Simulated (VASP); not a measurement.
# Bi2W (CdI2 type) (P-3m1) in VASP: a series of runs

Runs on Bi2W (CdI2 type). Level: PBE. Tasks: density of states, electric field gradients.

All numbers are computed with VASP 6.6.1; they aren't measurements. Logs are shortened: lines on timing, memory, paths and dates and some standing lists are left out, and cuts for length are marked.

### Step 1. The cell of the first run

It takes space group P-3m1 (No. 164, trigonal). Conventional cell: a = 3.420 Å, b = 3.420 Å, c = 8.353 Å, α = 90.00°, β = 90.00°, γ = 120.00°. W (site symmetry -3m) has 6 Bi at 2.90 Å and 6 W at 3.42 Å within 3.8 Å. Bi (site symmetry 3m) has 3 W at 2.90 Å and 6 Bi at 3.42 Å within 3.8 Å.

### Step 2. Density of states, PBE

File POSCAR:

```
Bi2W
1.0
    3.4203704673      0.0000000000      0.0000000000
   -1.7101852337      2.9621277150      0.0000000000
    0.0000000000      0.0000000000      8.3530915854
W Bi
1 2
Direct
    0.0000000000      0.0000000000      0.0000000000
    0.3333333333      0.6666666667      0.2536483888
    0.6666666667      0.3333333333      0.7463516112
```

File INCAR.step1:

```
SYSTEM = Bi2W
ALGO = Normal
EDIFF = 1E-6
ENCUT = 520
GGA = PE
ISIF = 2
ISMEAR = -1
LASPH = .TRUE.
LCHARG = .TRUE.
LMAXMIX = 4
LREAL = .FALSE.
LWAVE = .FALSE.
NBANDS = 29
NELM = 100
PREC = Accurate
SIGMA = 0.03
```

File KPOINTS.step1:

```
k-points
0
G
  9 9 5
  0 0 0
```

File INCAR.step2:

```
SYSTEM = Bi2W
ALGO = Normal
EDIFF = 1E-6
ENCUT = 520
GGA = PE
ICHARG = 11
ISIF = 2
ISMEAR = -5
LASPH = .TRUE.
LCHARG = .FALSE.
LMAXMIX = 4
LORBIT = 11
LREAL = .FALSE.
LWAVE = .FALSE.
NBANDS = 29
NEDOS = 1001
NELM = 100
PREC = Accurate
SIGMA = 0.03
```

File KPOINTS.step2:

```
k-points
0
G
  14 14 8
  0 0 0
```

Potentials or basis: VASP PAW PBE potentials, release 64 (W_sv, Bi_d).

Command:

```bash
$ cat potpaw_PBE.64/W_sv/POTCAR potpaw_PBE.64/Bi_d/POTCAR > POTCAR
$ cp INCAR.step1 INCAR
$ cp KPOINTS.step1 KPOINTS
$ mpirun -np 1 vasp_std > vasp.out
$ cp INCAR.step2 INCAR
$ cp KPOINTS.step2 KPOINTS
$ mpirun -np 1 vasp_std > vasp.out
```

OUTCAR:

```text
SYSTEM = Bi2W
   EDIFF = 1E-6
   ENCUT = 520
   GGA = PE
   ICHARG = 11
   ISIF = 2
   ISMEAR = -5
   LASPH = .TRUE.
   LORBIT = 11
   LREAL = .FALSE.
   NELM = 100
   PREC = Accurate

 ion  position               nearest neighbor table
   1  0.000  0.000  0.000-   2 2.90   3 2.90   2 2.90   3 2.90   3 2.90   2 2.90
   2  0.333  0.667  0.254-   1 2.90   1 2.90   1 2.90
   3  0.667  0.333  0.746-   1 2.90   1 2.90   1 2.90

  LATTYP: Found a hexagonal cell.
 ALAT       =     3.4203704673
 C/A-ratio  =     2.4421598962

  Lattice vectors:

 A1 = (   3.4203704673,   0.0000000000,   0.0000000000)
 A2 = (  -1.7101852337,   2.9621277150,   0.0000000000)
 A3 = (   0.0000000000,   0.0000000000,   8.3530915854)

Analysis of symmetry for initial positions (statically):
=====================================================================
 Subroutine PRICEL returns:
 Original cell was already a primitive cell.

 Routine SETGRP: Setting up the symmetry group for a
 hexagonal supercell.

 Subroutine GETGRP returns: Found 12 space group operations
 (whereof 12 operations were pure point group operations)
 out of a pool of 24 trial point group operations.

The static configuration has the point symmetry D_3d.

Analysis of symmetry for dynamics (positions and initial velocities):
=====================================================================
 Subroutine PRICEL returns:
 Original cell was already a primitive cell.

 Routine SETGRP: Setting up the symmetry group for a
 hexagonal supercell.

 Subroutine GETGRP returns: Found 12 space group operations
 (whereof 12 operations were pure point group operations)
 out of a pool of 24 trial point group operations.

The dynamic configuration has the point symmetry D_3d.

 Subroutine INISYM returns: Found 12 space group operations
 (whereof 12 operations are pure point group operations),
 and found     1 'primitive' translations

----------------------------------------------------------------------------------------

                                     Primitive cell

  volume of cell :      84.6300

  direct lattice vectors                    reciprocal lattice vectors
     3.420370467  0.000000000  0.000000000     0.292365991  0.168797583  0.000000000
    -1.710185234  2.962127715  0.000000000     0.000000000  0.337595167  0.000000000
     0.000000000  0.000000000  8.353091585     0.000000000  0.000000000  0.119716154

[... 93 lines left out ...]
   ISIF   =      2    stress and relaxation
   ISYM   =      2    0-nonsym 1-usesym 2-fastsym
   POTIM  = 0.5000    time-step for ionic-motion
   TEBEG  =    0.0;   TEEND  =   0.0 temperature during run
   PSTRESS=    0.0 pullay stress
   NELECT =      44.0000    total number of electrons
   NUPDOWN=      -1.0000    fix difference up-down
   EMIN   =  10.00;   EMAX   =-10.00  energy-range for DOS
   EFERMI =   0.00;   METHOD = LEGACY
   ISMEAR =    -5;   SIGMA  =   0.03  broadening in eV -4-tet -1-fermi 0-gaus
   EFERMI_NEDOS =   21; number of points for ismear=-14 and -15
   IALGO  =     38    algorithm
   IMIX   =      4    mixing-type and parameters
     AMIX     =   0.40;   BMIX     =  1.00
     AMIX_MAG =   1.60;   BMIX_MAG =  1.00
  volume/ion in A,a.u.               =      28.21       190.37
  Fermi-wavevector in a.u.,A,eV,Ry     =   1.316389  2.487615 23.577273  1.732881
  Thomas-Fermi vector in A             =   2.446505
   LORBIT       =     11    0 simple, 1 ext, 2 COOP (PROOUT), +10 PAW based schemes
   GGA     = PE    functional components
   LHFCALC =     F    Hartree Fock is set to
   AEXX    =    0.0000 exact exchange contribution
   IVDW    =     0    specifies the selected vdW correction
   LEPSILON=     F    determine dielectric tensor
   LRPA    =     F    only Hartree local field effects (RPA)
 non-spin polarized calculation
 Fermi weights with tetrahedron method with Bloechl corrections
  energy-cutoff  :      520.00
  volume of cell :       84.63
 maximum number of plane-waves:      2306
 NGX is ok and might be reduce to    28

 number of electron      44.0000008 magnetization

 Free energy of the ion-electron system (eV)
  ---------------------------------------------------
  ext. energy  EPLUGINS =         0.00000000
  ---------------------------------------------------
  free energy    TOTEN  =       -18.87963457 eV

  energy without entropy =      -18.87963457  energy(sigma->0) =      -18.87963457

 E-fermi :   7.6273     XC(G=0): -10.3611

 val. band max:        7.6193644987   @ k =   0.1429   0.0000   0.0000
 cond. band min:       7.5546707285   @ k =   0.3571   0.2143   0.5000
 fundamental gap:     -0.0646937702
 Fermi energy:         7.6272781823

 k-point     1 :       0.0000    0.0000    0.0000
  band No.  band energies     occupation
      1     -66.6362      2.00000
      2     -30.7847      2.00000
      3     -30.7847      2.00000
      4     -30.7768      2.00000
      5     -15.2136      2.00000
      6     -15.2136      2.00000
[... 757 lines left out ...]
     28      11.2505      0.00000
     29      14.7548      0.00000

 [... further k-points ...]

------------------------ aborting loop because EDIFF is reached ----------------------------------------

  FORCE on cell =-STRESS in cart. coord.  units (eV):
  Direction    XX          YY          ZZ          XY          YZ          ZX
  --------------------------------------------------------------------------------------
  -------------------------------------------------------------------------------------
  Total        0.1437090      0.1437090     -0.3671790     -0.0000000      0.0000000      0.0000000
  in kB        2.7206351      2.7206351     -6.9512718     -0.0000000      0.0000000      0.0000000
  external PRESSURE =      -0.5033338 kB  Pullay stress =       0.0000000 kB

 VOLUME and BASIS-vectors are now :
 -----------------------------------------------------------------------------
  energy-cutoff  :      520.00
  volume of cell :       84.63
      direct lattice vectors                 reciprocal lattice vectors
     3.420370467  0.000000000  0.000000000     0.292365991  0.168797583  0.000000000
    -1.710185234  2.962127715  0.000000000     0.000000000  0.337595167  0.000000000
     0.000000000  0.000000000  8.353091585     0.000000000  0.000000000  0.119716154

 POSITION                                       TOTAL-FORCE (eV/Angst)
 -----------------------------------------------------------------------------------
      0.00000      0.00000      0.00000         0.000000      0.000000      0.000000
     -0.00000      1.97475      2.11875         0.000000      0.000000     -0.063374
      1.71019      0.98738      6.23434        -0.000000      0.000000      0.063374
 -----------------------------------------------------------------------------------
    total drift:                                0.000000      0.000000     -0.000000

  FREE ENERGIE OF THE ION-ELECTRON SYSTEM (eV)
  ---------------------------------------------------
  free  energy   TOTEN  =       -18.8796345720 eV

  energy  without entropy=      -18.8796345720  energy(sigma->0) =      -18.87963457

 total charge

# of ion       s       p       d       tot
------------------------------------------
    1        2.304   6.172   3.359  11.835
    2        1.512   1.440   9.941  12.893
    3        1.512   1.440   9.941  12.893
--------------------------------------------------
tot          5.328   9.051  23.241  37.620
```

It took 2.7 min on 1 thread of Intel Xeon 6975P-C (Granite Rapids), shared host; peak memory 0.47 GiB.

Results:

* Valence electrons inside the program's atomic spheres: W 11.84; Bi 12.89

Caveat: spin-orbit coupling is left out, which moves the levels of the heavy elements; tetrahedron occupations give inexact forces and stress in metals.

### Step 3. Electric field gradients, PBE

File INCAR:

```
  PREC = Accurate
  ENCUT = 520
  EDIFF = 1E-8
  ISMEAR = -1
  SIGMA = 0.03
  LREAL = False
  LASPH = True
  NELM = 100
  ALGO = Normal
  ISIF = 2
  LWAVE = False
  LCHARG = False
  GGA = PE
  LEFG = True
  NBANDS = 29
```

File KPOINTS:

```
Automatic mesh
0
Gamma
  9 9 5
```

POSCAR is that of step 2.

Potentials or basis: VASP PAW PBE potentials, release 64 (W_sv, Bi_d).

Command:

```bash
$ cat potpaw_PBE.64/W_sv/POTCAR potpaw_PBE.64/Bi_d/POTCAR > POTCAR
$ mpirun -np 1 vasp_std > vasp.out
```

OUTCAR:

```text
PREC = Accurate
   ENCUT = 520
   EDIFF = 1E-8
   ISMEAR = -1
   LREAL = False
   LASPH = True
   NELM = 100
   ISIF = 2
   GGA = PE

 ion  position               nearest neighbor table
   1  0.000  0.000  0.000-   2 2.90   3 2.90   2 2.90   3 2.90   3 2.90   2 2.90
   2  0.333  0.667  0.254-   1 2.90   1 2.90   1 2.90
   3  0.667  0.333  0.746-   1 2.90   1 2.90   1 2.90

  LATTYP: Found a hexagonal cell.
 ALAT       =     3.4203704673
 C/A-ratio  =     2.4421598962

  Lattice vectors:

 A1 = (   3.4203704673,   0.0000000000,   0.0000000000)
 A2 = (  -1.7101852337,   2.9621277150,   0.0000000000)
 A3 = (   0.0000000000,   0.0000000000,   8.3530915854)

Analysis of symmetry for initial positions (statically):
=====================================================================
 Subroutine PRICEL returns:
 Original cell was already a primitive cell.

 Routine SETGRP: Setting up the symmetry group for a
 hexagonal supercell.

 Subroutine GETGRP returns: Found 12 space group operations
 (whereof 12 operations were pure point group operations)
 out of a pool of 24 trial point group operations.
[... 9 lines left out ...]
 hexagonal supercell.

 Subroutine GETGRP returns: Found 12 space group operations
 (whereof 12 operations were pure point group operations)
 out of a pool of 24 trial point group operations.

The dynamic configuration has the point symmetry D_3d.

 Subroutine INISYM returns: Found 12 space group operations
 (whereof 12 operations are pure point group operations),
 and found     1 'primitive' translations

----------------------------------------------------------------------------------------

                                     Primitive cell

  volume of cell :      84.6300

  direct lattice vectors                    reciprocal lattice vectors
     3.420370467  0.000000000  0.000000000     0.292365991  0.168797583  0.000000000
    -1.710185234  2.962127715  0.000000000     0.000000000  0.337595167  0.000000000
     0.000000000  0.000000000  8.353091585     0.000000000  0.000000000  0.119716154

  length of vectors
     3.420370467  3.420370467  8.353091585     0.337595167  0.337595167  0.119716154

  position of ions in fractional coordinates (direct lattice)
     0.000000000  0.000000000  0.000000000
     0.333333333  0.666666667  0.253648389
     0.666666667  0.333333333  0.746351611

  ion indices of the primitive-cell ions
   primitive index   ion index
                 1           1
                 2           2
                 3           3

----------------------------------------------------------------------------------------

 KPOINTS: Automatic mesh

Automatic generation of k-mesh.
 Grid dimensions read from file:
 generate k-points for:    9    9    5

 Generating k-lattice:

  Cartesian coordinates                     Fractional coordinates (reciprocal lattice)
[... 61 lines left out ...]
   LREAL  =      F    real-space projection
   EDIFFG = 0.1E-06   stopping-criterion for IOM
   NSW    =      0    number of steps for IOM
   IBRION =     -1    ionic relax: 0-MD 1-quasi-New 2-CG
   NFREE  =      0    steps in history (QN), initial steepest desc. (CG)
   ISIF   =      2    stress and relaxation
   ISYM   =      2    0-nonsym 1-usesym 2-fastsym
   POTIM  = 0.5000    time-step for ionic-motion
   TEBEG  =    0.0;   TEEND  =   0.0 temperature during run
   PSTRESS=    0.0 pullay stress
   NELECT =      44.0000    total number of electrons
   NUPDOWN=      -1.0000    fix difference up-down
   EMIN   =  10.00;   EMAX   =-10.00  energy-range for DOS
   EFERMI =   0.00;   METHOD = LEGACY
   ISMEAR =    -1;   SIGMA  =   0.03  broadening in eV -4-tet -1-fermi 0-gaus
   EFERMI_NEDOS =   21; number of points for ismear=-14 and -15
   IALGO  =     38    algorithm
   IMIX   =      4    mixing-type and parameters
     AMIX     =   0.40;   BMIX     =  1.00
     AMIX_MAG =   1.60;   BMIX_MAG =  1.00
  volume/ion in A,a.u.               =      28.21       190.37
  Fermi-wavevector in a.u.,A,eV,Ry     =   1.316389  2.487615 23.577273  1.732881
  Thomas-Fermi vector in A             =   2.446505
   LORBIT       =      0    0 simple, 1 ext, 2 COOP (PROOUT), +10 PAW based schemes
   GGA     = PE    functional components
   LHFCALC =     F    Hartree Fock is set to
   AEXX    =    0.0000 exact exchange contribution
   IVDW    =     0    specifies the selected vdW correction
   LEPSILON=     F    determine dielectric tensor
   LRPA    =     F    only Hartree local field effects (RPA)
 non-spin polarized calculation
  energy-cutoff  :      520.00
  volume of cell :       84.63
 maximum number of plane-waves:      2301
 NGX is ok and might be reduce to    28
   NGX = 13   NGY = 13   NGZ = 31

 number of electron      44.0000008 magnetization

 Free energy of the ion-electron system (eV)
  ---------------------------------------------------
  ext. energy  EPLUGINS =         0.00000000
  ---------------------------------------------------
  free energy    TOTEN  =       -18.88484671 eV

  energy without entropy =      -18.87587191  energy(sigma->0) =      -18.88035931

 E-fermi :   7.6065     XC(G=0): -10.3610

 val. band max:        7.5786210153   @ k =   0.1111   0.1111   0.4000
 cond. band min:       7.6123863315   @ k =   0.2222   0.0000   0.2000
 fundamental gap:      0.0337653162
 Fermi energy:         7.6065393857

 k-point     1 :       0.0000    0.0000    0.0000
  band No.  band energies     occupation
      1     -66.6358      2.00000
      2     -30.7843      2.00000
      3     -30.7843      2.00000
      4     -30.7764      2.00000
      5     -15.2135      2.00000
      6     -15.2135      2.00000
[... 757 lines left out ...]
     28      12.5819      0.00000
     29      15.0108      0.00000

 [... further k-points ...]
[... 5 lines left out ...]
  --------------------------------------------------------------------------------------
  -------------------------------------------------------------------------------------
  Total       -0.0079059     -0.0079059      0.0135116      0.0000000      0.0000000     -0.0000000
  in kB       -0.1496712     -0.1496712      0.2557961      0.0000000      0.0000000     -0.0000000
  external PRESSURE =      -0.0145154 kB  Pullay stress =       0.0000000 kB

 VOLUME and BASIS-vectors are now :
 -----------------------------------------------------------------------------
  energy-cutoff  :      520.00
  volume of cell :       84.63
      direct lattice vectors                 reciprocal lattice vectors
     3.420370467  0.000000000  0.000000000     0.292365991  0.168797583  0.000000000
    -1.710185234  2.962127715  0.000000000     0.000000000  0.337595167  0.000000000
     0.000000000  0.000000000  8.353091585     0.000000000  0.000000000  0.119716154

 POSITION                                       TOTAL-FORCE (eV/Angst)
 -----------------------------------------------------------------------------------
      0.00000      0.00000      0.00000        -0.000000      0.000000      0.000000
     -0.00000      1.97475      2.11875        -0.000000      0.000000      0.012020
      1.71019      0.98738      6.23434         0.000000     -0.000000     -0.012020
 -----------------------------------------------------------------------------------
    total drift:                                0.000000      0.000000      0.000000

  FREE ENERGIE OF THE ION-ELECTRON SYSTEM (eV)
  ---------------------------------------------------
  free  energy   TOTEN  =       -18.8848467081 eV

  energy  without entropy=      -18.8758719117  energy(sigma->0) =      -18.88035931

 Electric field gradients (V/A^2)
---------------------------------------------------------------------
 ion       V_xx      V_yy      V_zz      V_xy      V_xz      V_yz
---------------------------------------------------------------------
   1      72.187    72.188  -144.375     0.001     0.000    -0.000
   2     275.953   275.954  -551.906     0.001    -0.000     0.000
   3     275.953   275.954  -551.906     0.001    -0.000     0.000
---------------------------------------------------------------------

 Electric field gradients after diagonalization (V/A^2)
 (convention: |V_zz| > |V_xx| > |V_yy|)
----------------------------------------------------------------------
 ion       V_xx      V_yy      V_zz     asymmetry (V_yy - V_xx)/ V_zz
----------------------------------------------------------------------
   1      72.188    72.187  -144.375       0.000
   2     275.954   275.952  -551.906       0.000
   3     275.954   275.952  -551.906       0.000
----------------------------------------------------------------------

           NMR quadrupolar parameters

 Cq : quadrupolar parameter    Cq=e*Q*V_zz/h
 eta: asymmetry parameters     (V_yy - V_xx)/ V_zz
 Q  : nuclear electric quadrupole moment in mb (millibarn)
----------------------------------------------------------------------
 ion       Cq(MHz)       eta       Q (mb)
----------------------------------------------------------------------
   1      -0.349       0.000       1.000
   2      -1.335       0.000       1.000
   3      -1.335       0.000       1.000
----------------------------------------------------------------------
```

OSZICAR:

```text
N       E                     dE             d eps       ncg     rms          rms(c)
DAV:   1     0.492390069124E+03    0.49239E+03   -0.23276E+04  2900   0.185E+03
DAV:   2     0.243152559172E+02   -0.46807E+03   -0.45787E+03  2957   0.516E+02
DAV:   3    -0.178260089914E+02   -0.42141E+02   -0.40933E+02  3584   0.164E+02
DAV:   4    -0.194771860538E+02   -0.16512E+01   -0.16409E+01  3343   0.331E+01
DAV:   5    -0.195486972034E+02   -0.71511E-01   -0.71489E-01  3953   0.685E+00    0.126E+01
DAV:   6    -0.190586246784E+02    0.49007E+00   -0.14658E+00  3237   0.683E+00    0.387E+00
DAV:   7    -0.189598077168E+02    0.98817E-01   -0.10691E+00  3239   0.477E+00    0.243E+00
DAV:   8    -0.188855719376E+02    0.74236E-01   -0.28985E-01  3235   0.266E+00    0.505E-01
DAV:   9    -0.188849664517E+02    0.60549E-03   -0.30241E-02  3457   0.871E-01    0.453E-01
DAV:  10    -0.188847772802E+02    0.18917E-03   -0.29258E-03  3716   0.374E-01    0.870E-02
DAV:  11    -0.188848458421E+02   -0.68562E-04   -0.21349E-04  3578   0.941E-02    0.410E-02
DAV:  12    -0.188848434261E+02    0.24160E-05   -0.53578E-05  3743   0.390E-02    0.103E-02
DAV:  13    -0.188848467805E+02   -0.33544E-05   -0.12516E-05  3301   0.193E-02    0.811E-03
DAV:  14    -0.188848466249E+02    0.15555E-06   -0.15786E-06  3165   0.768E-03    0.254E-03
DAV:  15    -0.188848466734E+02   -0.48452E-07   -0.29543E-07  3616   0.275E-03    0.933E-04
DAV:  16    -0.188848467361E+02   -0.62705E-07   -0.20148E-08  2415   0.913E-04    0.336E-04
DAV:  17    -0.188848467142E+02    0.21862E-07   -0.60305E-09  1964   0.629E-04    0.838E-05
DAV:  18    -0.188848467081E+02    0.61509E-08   -0.91529E-10  1680   0.279E-04
   1 F= -.18884847E+02 E0= -.18880359E+02  d E =-.897480E-02
```

It took 69 s on 1 thread of Intel Xeon 6975P-C (Granite Rapids), shared host; peak memory 0.27 GiB.

What came out:

* Free energy: -18.8848 eV
* Pressure: 0.0 GPa
* Largest force: 0.012 eV/Å
* Band gap on the k mesh: zero (band 22 reaches 7.83 eV, above the bottom of band 23 at 7.58 eV)

Forces in eV/Å, atoms in the order of the input:
```
W    0.000  0.000  0.000
Bi   0.000  0.000  0.012
Bi   0.000  0.000 -0.012
```

Levels at points of the mesh, in eV from the Fermi level:
| k point | band 18 | band 19 | band 20 | band 21 | band 22 | band 23 | band 24 | band 25 | band 26 | band 27 |
| --- | --- | --- | --- | --- | --- | --- | --- | --- | --- | --- |
| (0.00, 0.00, 0.00) | -1.76 | -1.52 | -1.04 | -1.04 | 0.22 | 0.22 | 3.36 | 4.85 | 4.85 | 6.16 |

Electric field gradients, principal values (V/Å²):
```tsv
atom	least	middle	greatest (by size)
1 W	72.187	72.188	-144.375
2 Bi	275.952	275.954	-551.906
3 Bi	275.952	275.954	-551.906
```

Caveat: without QUAD_EFG the Cq values of the log hold for a quadrupole moment of 1 mb, not for the nuclei; spin-orbit coupling is left out, which moves the levels of the heavy elements.

(Part 1 of 2 ends here.)
